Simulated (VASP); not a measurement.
# Li3ZrN2: relaxation of cell and atoms with PBE

Crystal: Li3ZrN2.

```
Li Zr N
1.0
     3.32272    0.00000    0.00000
    -1.66136    2.87756    0.00000
     0.00000    0.00000    5.67262
Li Zr N
3 1 2
Direct
  0.00000 0.00000 0.50000
  0.33333 0.66667 0.65874
  0.66667 0.33333 0.34126
  0.00000 0.00000 0.00000
  0.66667 0.33333 0.74829
  0.33333 0.66667 0.25171
```

```yaml
Program: VASP 6.6.1
Task: relaxation of cell and atoms
Functional: PBE
Potentials_or_basis: VASP PAW PBE potentials, release 64 (Li_sv, Zr_sv, N)
Cutoff: 600 eV
k_mesh: 12 × 12 × 6
Occupations: gaussian, width 0.1 eV
Spin: no spin polarisation
Dipole_correction: no
Further_INCAR_settings: ALGO = Normal; EDIFF = 1e-06; IBRION = 2; EDIFFG = -0.01; NSW = 100; ISIF = 3
```

```json
{"Relaxed volume": "9.06 Å³/atom", "Relaxed cell": "a = 3.310 Å, b = 3.310 Å, c = 5.728 Å, α = 90.00°, β = 90.00°, γ = 120.00°", "Space group after relaxing (to 0.1 Å)": "P-3m1 (No. 164)", "Energy gained by relaxing": "0.8 meV/atom", "Ionic steps": "7", "Pressure after relaxing": "0.1 GPa", "Largest force after relaxing": "0.008 eV/Å", "Band gap on the k mesh": "zero (an odd number of electrons rules out a gap without spin polarisation)"}
```

Forces in eV/Å, atoms in the order of the input:
```
Li   0.000  0.000  0.000
Li   0.000  0.000 -0.008
Li   0.000  0.000  0.008
Zr   0.000  0.000  0.000
N    0.000  0.000  0.005
N    0.000  0.000 -0.005
```

Stress tensor (GPa, compression positive):
```
0.00 0.00 0.00
0.00 0.00 0.00
0.00 0.00 0.17
```

Step by step:
```tsv
step	energy change (eV)	largest force (eV/Å)	pressure (GPa)	volume (Å³)
1	0.0000	0.0826	-0.40	54.24
2	-0.0026	0.0683	0.10	54.06
3	-0.0030	0.0597	0.40	53.96
4	-0.0037	0.0485	0.09	54.11
5	-0.0040	0.0732	-0.31	54.30
6	-0.0045	0.0543	-0.21	54.31
7	-0.0051	0.0079	0.06	54.33
```

Final structure:
```
Li Zr N
1.0
     3.30958    0.00000    0.00000
    -1.65479    2.86618    0.00000
     0.00000    0.00000    5.72787
Li Zr N
3 1 2
Direct
  0.00000 0.00000 0.50000
  0.33333 0.66667 0.66389
  0.66667 0.33333 0.33611
  0.00000 0.00000 0.00000
  0.66667 0.33333 0.74958
  0.33333 0.66667 0.25042
```

Levels at points of the mesh, in eV from the Fermi level:
```
           k point  band 12  band 13  band 14  band 15  band 16  band 17  band 18  band 19
(0.00, 0.00, 0.00)    -3.89    -2.26    -2.20    -2.20     0.27     1.00     1.00     2.88
(0.50, 0.00, 0.00)    -4.42    -4.11    -4.09    -3.58    -0.78     3.42     3.49     4.37
(0.00, 0.00, 0.50)    -3.78    -3.78    -2.42    -2.42     0.85     0.85     1.00     3.76
(0.50, 0.00, 0.50)    -4.84    -4.59    -2.89    -2.67    -1.51     3.04     3.44     3.49
```

It took 5.6 min on 1 thread of Intel(R) Xeon(R) Platinum 8488C (Sapphire Rapids) (shared host), peak memory 0.28 GiB.

Caveat: the cutoff is under 1.25 times the usual one of these potentials, so pressure, stress and relaxed cells hold a basis-set (Pulay) error.
